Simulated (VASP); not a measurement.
Crystal: Pt.

```
Pt
1.0
     2.77405    0.00000    0.00000
    -1.38702    2.40239    0.00000
     0.00000    0.00000    4.53002
Pt
2
Direct
  0.33333 0.66667 0.25000
  0.66667 0.33333 0.75000
```

This isn't the form of Pt at room conditions, which is fcc.

* Program: VASP 6.6.1
* Task: relaxation of cell and atoms
* Functional: PBE
* Potentials or basis: VASP PAW PBE potentials, release 64 (Pt)
* Cutoff: 600 eV
* k mesh: 13 × 13 × 7
* Occupations: fermi-dirac, width 0.1 eV
* Spin: no spin polarisation

At the start: pressure 11.3 GPa; volume 15.09 Å³/atom.

Q: How do energy, volume and symmetry change on relaxing?

A: Over 9 steps the energy falls by 34.7 meV/atom and the volume is 15.74 Å³/atom (+4.3 %); space group P6_3/mmc (No. 194, to 0.1 Å) before and after.

The path:
| step | energy change (eV) | largest force (eV/Å) | pressure (GPa) | volume (Å³) |
| --- | --- | --- | --- | --- |
| 1 | 0.0000 | 0.0000 | 11.35 | 30.19 |
| 2 | 0.1841 | 0.0000 | -19.60 | 35.09 |
| 3 | -0.0523 | 0.0000 | -1.38 | 31.64 |
| 4 | -0.0524 | 0.0000 | -0.98 | 31.59 |
| 5 | -0.0672 | 0.0000 | -0.23 | 31.49 |
| 6 | -0.0693 | 0.0000 | 0.31 | 31.44 |
| 7 | -0.0693 | 0.0000 | 0.33 | 31.44 |
| 8 | -0.0691 | 0.0000 | -0.71 | 31.58 |
| 9 | -0.0693 | 0.0000 | 0.04 | 31.48 |

Final structure:
```xyz
2
Lattice="2.7659 0.0000 0.0000 -1.3830 2.3954 0.0000 0.0000 0.0000 4.7516" Properties=species:S:1:pos:R:3 pbc="T T T"
Pt    0.0000    1.5969    1.1879
Pt    1.3830    0.7985    3.5637
```
